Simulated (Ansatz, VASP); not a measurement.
## One calculation of SiSn5, two programs

```
Si Sn
1.0
     4.50000    0.00000    0.00000
    -2.25000    3.89711    0.00000
     0.00000    0.00000   22.00000
Si Sn
2 10
Direct
  0.33333 0.66667 0.02083
  0.66667 0.33333 0.97917
  0.33333 0.66667 0.14583
  0.66667 0.33333 0.85417
  0.00000 0.00000 0.81250
  0.00000 0.00000 0.68750
  0.00000 0.00000 0.18750
  0.00000 0.00000 0.31250
  0.66667 0.33333 0.35417
  0.66667 0.33333 0.47917
  0.33333 0.66667 0.64583
  0.33333 0.66667 0.52083
```

Alike in both runs: task relaxation of cell and atoms; functional PBE; k mesh 4 × 4 × 1; occupations gaussian, width 0.2 eV; no spin polarisation.

|  | VASP | Ansatz |
| --- | --- | --- |
| version | VASP 6.6.1 | Ansatz 0.2.0 |
| potentials or method | VASP PAW PBE potentials, release 64 (Si, Sn_d), cutoff 600 eV | scalar-relativistic, plane waves, PAW |
| valence electrons in the cell | 148 | 148 |

Ansatz gave:

* gap on the k mesh at the Fermi level, each at its own relaxed structure (eV): none
* relaxed volume (Å³/atom): 34.13
* relaxed cell length with the largest relative difference (Å): 22.404

Problem. What did VASP give for the same quantities?

Solution. gap on the k mesh at the Fermi level, each at its own relaxed structure (eV): none; relaxed volume (Å³/atom): 34.17; relaxed cell length with the largest relative difference (Å): 22.474.

A gap of «none» marks a metal or a gap that the smearing closes.

The k mesh is coarse, so the values compare programs but aren't converged.
